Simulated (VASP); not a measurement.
Crystal: Ca2Zr2N.

```
Ca Zr N
1.0
     4.30574    0.00000    0.00000
    -2.15287    3.72888    0.00000
     0.00000    0.00000    5.87893
Ca Zr N
2 2 1
Direct
  0.33333 0.66667 0.00000
  0.66667 0.33333 0.00000
  0.00000 0.00000 0.81283
  0.00000 0.00000 0.18717
  0.00000 0.00000 0.50000
```

The cell was built from a structure type or drawn by symmetry, and may not be a known phase.

```yaml
Program: VASP 6.6.1
Task: relaxation of cell and atoms
Functional: PBE
Potentials_or_basis: VASP PAW PBE potentials, release 64 (Ca_sv, Zr_sv, N)
Cutoff: 600 eV
k_mesh: 6 × 6 × 4
Occupations: gaussian, width 0.1 eV
Spin: no spin polarisation
```

At the start: pressure 52.0 GPa; volume 18.88 Å³/atom.

Task: Where does the relaxation end?

Result: Over 18 steps the energy falls by 2314.2 meV/atom and the volume is 39.21 Å³/atom (+107.7 %); space group P6/mmm (No. 191, to 0.1 Å) before and after.

Step by step:
```
step  energy change (eV)  largest force (eV/Å)  pressure (GPa)  volume (Å³)
   1              0.0000                6.9610           52.01        94.39
   2            -10.2987                1.5675           -3.65       205.08
   3            -10.4907                1.3114            0.87       176.14
   4            -10.5219                1.3412           -0.29       182.06
   5            -10.4999                5.9758            5.59       187.14
   6            -10.9412                1.6215            2.15       184.97
   7            -11.2705                1.2751            0.01       198.41
   8            -11.3649                0.6944           -1.95       212.65
   9            -11.3685                0.8372           -1.56       209.60
  10            -11.5157                0.7803           -0.71       204.12
  11            -11.5371                0.6935            0.02       199.93
  12            -11.4490                1.7955           -1.15       196.94
  13            -11.5558                0.1084           -0.40       199.07
  14            -11.5675                0.0486            0.00       196.29
  15            -11.5691                0.0210            0.20       194.92
  16            -11.5694                0.2193           -0.15       195.93
  17            -11.5700                0.1299            0.00       195.47
  18            -11.5709                0.0020           -0.02       196.04
```

Final structure:
```
CELL_PARAMETERS angstrom
5.83458 0.00000 0.00000
-2.91729 5.05290 0.00000
0.00000 0.00000 6.64964
ATOMIC_POSITIONS crystal
Ca 0.33333 0.66667 0.00000
Ca 0.66667 0.33333 0.00000
Zr 0.00000 0.00000 0.78600
Zr 0.00000 0.00000 0.21400
N 0.00000 0.00000 0.50000
```

Caveat: the volume moved by over 15 % at a fixed basis, so the end points are rough.
